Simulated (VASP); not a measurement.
BeTe:

```xyz
4
Lattice="3.4584 0.0000 0.0000 -1.7292 2.9951 0.0000 0.0000 0.0000 5.6372" Properties=species:S:1:pos:R:3 pbc="T T T"
Be    0.0000    0.0000    0.0000
Be    0.0000    0.0000    2.8186
Te    0.0000    1.9967    1.4093
Te    1.7292    0.9984    4.2279
```

| Property | Result |
| --- | --- |
| Program | VASP 6.6.1 |
| Task | relaxation of cell and atoms |
| Functional | PBE |
| Potentials or basis | VASP PAW PBE potentials, release 64 (Be, Te) |
| Cutoff | 600 eV |
| k mesh | 12 × 12 × 4 |
| Occupations | fermi-dirac, width 0.02 eV |
| Spin | no spin polarisation |

At the start: pressure 33.5 GPa; volume 14.60 Å³/atom.

Q: Where does the relaxation end?

A: Over 9 steps the energy falls by 397.8 meV/atom and the volume is 19.36 Å³/atom (+32.7 %); space group P6_3/mmc (No. 194, to 0.05 Å).

Step by step:
```tsv
step	energy change (eV)	largest force (eV/Å)	pressure (GPa)	volume (Å³)
1	0.0000	0.0000	33.53	58.39
2	-1.3220	0.0000	-6.75	88.20
3	-1.5742	0.0000	0.21	77.12
4	-1.5745	0.0000	-0.15	77.53
5	-1.5836	0.0000	-0.12	77.51
6	-1.5900	0.0000	-0.07	77.48
7	-1.5835	0.0000	0.09	77.38
8	-1.5912	0.0000	-0.03	77.46
9	-1.5912	0.0000	-0.02	77.46
```

Final structure:
```cif
data_structure
_symmetry_space_group_name_H-M 'P 1'
_symmetry_Int_Tables_number 1
_cell_length_a 3.8631
_cell_length_b 3.8631
_cell_length_c 5.9930
_cell_angle_alpha 90.000
_cell_angle_beta 90.000
_cell_angle_gamma 120.000
_cell_volume 77.46
loop_
_atom_site_label
_atom_site_type_symbol
_atom_site_fract_x
_atom_site_fract_y
_atom_site_fract_z
_atom_site_occupancy
Be1 Be 0.00000 0.00000 0.00000 1
Be2 Be 0.00000 0.00000 0.50000 1
Te1 Te 0.33333 0.66667 0.25000 1
Te2 Te 0.66667 0.33333 0.75000 1
```

Caveat: the volume moved by over 15 % at a fixed basis, so the end points are rough.
